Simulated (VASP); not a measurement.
Crystal: Hf2Si.

```
CELL_PARAMETERS angstrom
-3.27535 3.27535 2.58282
3.27535 -3.27535 2.58282
3.27535 3.27535 -2.58282
ATOMIC_POSITIONS crystal
Hf 0.84351 0.65649 0.50000
Hf 0.34351 0.84351 0.18703
Hf 0.15649 0.34351 0.50000
Hf 0.65649 0.15649 0.81297
Si 0.75000 0.75000 0.00000
Si 0.25000 0.25000 0.00000
```

Base run:

```yaml
Program: VASP 6.6.1
Functional: PBEsol
Potentials_or_basis: VASP PAW PBE potentials, release 64 (Hf_pv, Si)
Cutoff: 520 eV
k_mesh: 10 × 10 × 10
Occupations: fermi-dirac, width 0.5 eV
Spin: no spin polarisation
```

Its results: band gap on the k mesh zero (bands 24 and 25 overlap by 0.80 eV); pressure -0.7 GPa; largest force 0.435 eV/Å.

Task: The run is repeated on the same cell with these changes: occupations from fermi-dirac, width 0.5 eV to gaussian, width 0.3 eV. What comes out?

Result: Band gap on the k mesh zero (bands 24 and 25 overlap by 0.79 eV); pressure -2.5 GPa; largest force 0.072 eV/Å.

Caveats: so wide a smearing shifts energies and pressures; the PAW data sets were made with another functional, which shifts forces and pressure a little; spin-orbit coupling is left out, which moves the levels of the heavy elements.
